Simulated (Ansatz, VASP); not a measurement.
One calculation of Si8HO16, two programs

```xyz
50
Lattice="9.9640 0.0000 0.0000 0.0000 9.9640 0.0000 0.0000 0.0000 6.9630" Properties=species:S:1:pos:R:3 pbc="T T T"
Si    1.5010    1.5010    0.0000
Si    0.9711    3.9732    1.8384
Si    3.5146    3.5146    3.4815
Si    3.9732    0.9711    5.1246
Si    1.4596    6.3809   -0.0262
Si    0.9409    8.8766    1.6647
Si    3.4100    8.3611    3.4512
Si    4.0105    5.9271    5.2786
Si    6.3809    1.4596    0.0262
Si    5.9271    4.0105    1.6844
Si    8.3611    3.4100    3.5118
Si    8.8766    0.9409    5.2983
Si    6.5375    6.5375    0.0000
Si    5.9345    8.9732    1.7817
Si    8.4535    8.4535    3.4815
Si    8.9732    5.9345    5.1813
O     1.2827    0.4199    1.1811
O     1.9500    3.7846    3.1246
O     3.9151    4.3763    4.8024
O     2.9910    1.3703    6.3497
O     3.7846    1.9500    3.8384
O     4.3763    3.9151    2.1606
O     1.3703    2.9910    0.6133
O     0.4199    1.2827    5.7819
O     1.0764    5.4949    1.2818
O     1.8813    8.4633    2.9216
O     3.6785    9.4061    4.6659
O     3.0301    6.1830    6.5542
O     3.6197    6.8544    4.0074
O     4.4023    8.6363    2.1962
O     1.1789    7.9310    0.3667
O     0.5736    6.0041    5.6238
O     6.0041    0.5736    1.3392
O     6.8544    3.6197    2.9556
O     8.6363    4.4023    4.7668
O     7.9310    1.1789    6.5963
O     8.4633    1.8813    4.0414
O     9.4061    3.6785    2.2971
O     6.1830    3.0301    0.4088
O     5.4949    1.0764    5.6812
O     6.2384    5.5424    1.2475
O     6.8965    8.6886    3.0648
O     8.8094    9.3629    4.7855
O     8.0714    6.3570    6.4652
O     8.6886    6.8965    3.8982
O     9.3629    8.8094    2.1775
O     6.3570    8.0714    0.4978
O     5.5424    6.2384    5.7155
H     1.1978    1.2387    3.8527
H     1.2387    1.1978    3.1103
```

Alike in both runs: functional PBE; dispersion D3(BJ); k mesh 1 × 1 × 2; occupations gaussian, width 0.02 eV; no spin polarisation.

Ansatz relaxed the structure, and its values are those at the end. VASP's run is a single point on that final structure, the one shown.

|  | VASP | Ansatz |
| --- | --- | --- |
| version | VASP 6.6.1 | Ansatz 0.2.0 |
| potentials or method | VASP PAW PBE potentials, release 64 (Si, O, H) | scalar-relativistic, plane waves, PAW |
| plane-wave cutoff (eV) | 520 | 420 |
| valence electrons in the cell | 258 | 258 |

Ansatz gave:

| Quantity | Value |
| --- | --- |
| gap on the k mesh at the Fermi level (eV) | 5.75 |
| least direct gap on the mesh (eV) | 5.75 |
| rms of the force components (eV/Å) | 0.001 |

Problem. What did VASP give for the same quantities?

Solution. gap on the k mesh at the Fermi level (eV): 5.75; least direct gap on the mesh (eV): 5.75; rms of the force components (eV/Å): 0.009.

The k mesh is coarse, so the values compare programs but aren't converged.
